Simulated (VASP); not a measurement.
A run of VASP 6.6.1 is set up as follows.

File INCAR:

```
  PREC = Accurate
  ENCUT = 520
  EDIFF = 1E-6
  ISMEAR = 0
  SIGMA = 0.1
  LREAL = F
  LASPH = T
  NELM = 100
  ALGO = Normal
  ISIF = 2
  LWAVE = F
  LCHARG = F
  GGA = PE
  NBANDS = 58
```

Contents of KPOINTS:

```
regular mesh
0
Gamma
  6 6 6
```

Contents of POSCAR:

```
Sn3O
1.0
    6.0537388959      0.0000000000      0.0000000000
   -3.0268694480      5.2426916718      0.0000000000
    0.0000000000      0.0000000000      5.7848447879
Sn O
6 2
Direct
    0.3339176445      0.0000000000      0.0000000000
    0.3339176445      0.3339176445      0.5000000000
    0.0000000000      0.3339176445      0.0000000000
    0.6660823555      0.0000000000      0.5000000000
    0.6660823555      0.6660823555      0.0000000000
    0.0000000000      0.6660823555      0.5000000000
    0.3333333333      0.6666666667      0.2500000000
    0.6666666667      0.3333333333      0.7500000000
```

Potentials or basis: VASP PAW PBE potentials, release 64 (Sn_d, O).

Command:

```sh
$ cat potpaw_PBE.64/Sn_d/POTCAR potpaw_PBE.64/O/POTCAR > POTCAR
$ mpirun -np 1 vasp_std > vasp.out
```

Task: Estimate the largest force.

Result: 0.006 eV/Å.

Task: Estimate the pressure.

Result: 0.0 GPa.

Task: Estimate the band gap on the k mesh.

Result: Zero (bands 48 and 49 overlap by 0.80 eV).

Forces in eV/Å, atoms in the order of the input:
```
Sn  -0.006  0.000  0.000
Sn  -0.003 -0.005  0.000
Sn   0.003 -0.005  0.000
Sn   0.006  0.000  0.000
Sn   0.003  0.005  0.000
Sn  -0.003  0.005  0.000
O    0.000  0.000  0.000
O    0.000  0.000  0.000
```

Caveat: spin-orbit coupling is left out, which moves the levels of the heavy elements.
